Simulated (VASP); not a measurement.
Write the native input for VASP 6.6.1 that does the following.

```yaml
Task: single point
Functional: LDA
Potentials_or_basis: VASP PAW LDA potentials, release 64 (Hf_pv, O)
Cutoff: 520 eV
k_mesh: 6 × 6 × 8
Occupations: gaussian, width 0.05 eV
Spin: no spin polarisation
Dipole_correction: no
Further_INCAR_settings: ALGO = Normal; EDIFF = 1e-07; NBANDS = 31
```

The structure of HfO2 lies in POSCAR:

```
HfO2
1.0
    4.7888991402      0.0000000000      0.0000000000
    0.0000000000      4.7888991402      0.0000000000
    0.0000000000      0.0000000000      3.1858186410
Hf O
2 4
Direct
    0.0000000000      0.0000000000     -0.0313891063
    0.5000000000      0.5000000000      0.5000000000
    0.1951075730      0.8048924270      0.5000000000
    0.3048924270      0.3048924270      0.0000000000
    0.6951075730      0.6951075730      0.0000000000
    0.8048924270      0.1951075730      0.5000000000
```

This cell differs from its parent crystal: atom 1 (Hf) moved -0.100 Å along Cartesian [0 0 1].

The input as run:

INCAR

```
SYSTEM = HfO2
ALGO = Normal
EDIFF = 1E-7
ENCUT = 520
ISIF = 2
ISMEAR = 0
LASPH = .TRUE.
LCHARG = .TRUE.
LELF = .TRUE.
LREAL = .FALSE.
LVHAR = .TRUE.
LWAVE = .FALSE.
NBANDS = 31
NELM = 80
PREC = Accurate
SIGMA = 0.05
```

KPOINTS

```
k-points
0
G
  6 6 8
  0 0 0
```

Potentials or basis: VASP PAW LDA potentials, release 64 (Hf_pv, O).

Launch:

```console
$ cat potpaw_LDA.64/Hf_pv/POTCAR potpaw_LDA.64/O/POTCAR > POTCAR
$ mpirun -np 1 vasp_std > vasp.out
```

Results of the run:

* Pressure: -1.4 GPa
* Largest force: 0.949 eV/Å
* Band gap on the k mesh: 3.89 eV, direct

Caveat: the cell differs from its parent crystal (atom 1 (Hf) moved -0.100 Å along Cartesian [0 0 1]); spin-orbit coupling is left out, which moves the levels of the heavy elements.

Wall time 40 s on 1 thread of Intel(R) Xeon(R) 6975P-C (Granite Rapids), with other jobs on the host, peak memory 0.24 GiB.
